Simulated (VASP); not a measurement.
Runs of VASP 6.6.1 on Ga. The structure is that of space group I4/mmm (No. 139), or close to it. The cells are those of the table. 

```csv
cell,gap on the mesh (eV),pressure (GPa)
"a = 2.935 Å, angles 123.9, 123.9, 83.4°, 1 atom",none,3.9
"a = 2.995 Å, angles 123.9, 123.9, 83.4°, 1 atom",none,(a)
"a = 2.965 Å, angles 123.9, 123.9, 83.4°, 1 atom",none,(b)
"a = 3.053 Å, angles 123.9, 123.9, 83.4°, 1 atom",none,-3.2
"a = 3.024 Å, angles 123.9, 123.9, 83.4°, 1 atom",none,-2.0
```

Alike in all rows: task single point; level PBEsol; potentials or basis VASP PAW PBE potentials, release 64 (Ga_d); no spin polarisation; k mesh 11 × 11 × 11; cutoff (eV) 520; smearing methfessel-paxton 0.05 eV.

Estimate the missing entries.

(a) -0.3; (b) 1.6.

Caveats: the PAW data sets were made with another functional, which shifts forces and pressure a little.

A k mesh can miss the band edges, and the runs leave out spin-orbit coupling on Ga.

A gap of «none» marks levels without a gap at the run's occupations.
